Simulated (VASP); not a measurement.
Write the native input for VASP 6.6.1 that does the following.

| Item | Value |
| --- | --- |
| Task | single point |
| Functional | LDA |
| Potentials or basis | VASP PAW LDA potentials, release 64 (P, B) |
| Cutoff | 520 eV |
| k mesh | 10 × 10 × 10 |
| Occupations | fermi-dirac, width 0.05 eV |
| Spin | no spin polarisation |
| Dipole correction | no |
| Further INCAR settings | ALGO = Normal; EDIFF = 1e-07; NBANDS = 11 |

The structure of BP lies in POSCAR:

```
BP
1.0
    0.0000000000      2.2451698187      2.2451698187
    2.2451698187      0.0000000000      2.2451698187
    2.2451698187      2.2451698187      0.0000000000
P B
1 1
Direct
    0.7500000000      0.7500000000      0.7500000000
    0.0000000000      0.0000000000      0.0000000000
```

One way to write it, as run:

INCAR

```
PREC     = Accurate       # precision mode
ENCUT    = 520            # plane-wave cutoff, eV
EDIFF    = 1E-7           # SCF threshold, eV
ISMEAR   = -1             # smearing method
SIGMA    = 0.05           # smearing width, eV
LREAL    = F              # projectors in reciprocal space
LASPH    = T              # aspherical terms in the spheres
NELM     = 100            # most SCF steps
ALGO     = Normal         # electronic algorithm
ISIF     = 2              # what is computed and relaxed
LWAVE    = F              # write WAVECAR
LCHARG   = F              # write CHGCAR
GGA      = CA             # functional
NBANDS   = 11             # bands
```

KPOINTS

```
regular mesh
0
Gamma
  10 10 10
```

Potentials or basis: VASP PAW LDA potentials, release 64 (P, B).

The run is started by

```sh
$ cat potpaw_LDA.64/P/POTCAR potpaw_LDA.64/B/POTCAR > POTCAR
$ mpirun -np 1 vasp_std > vasp.out
```

It gave:

```
Pressure               : -0.1 GPa
Band gap on the k mesh : 1.15 eV, indirect (least direct gap 3.43 eV)
```

Wall time 10 s on 1 thread of Intel Xeon 8259CL, on a shared host, peak memory 0.12 GiB.
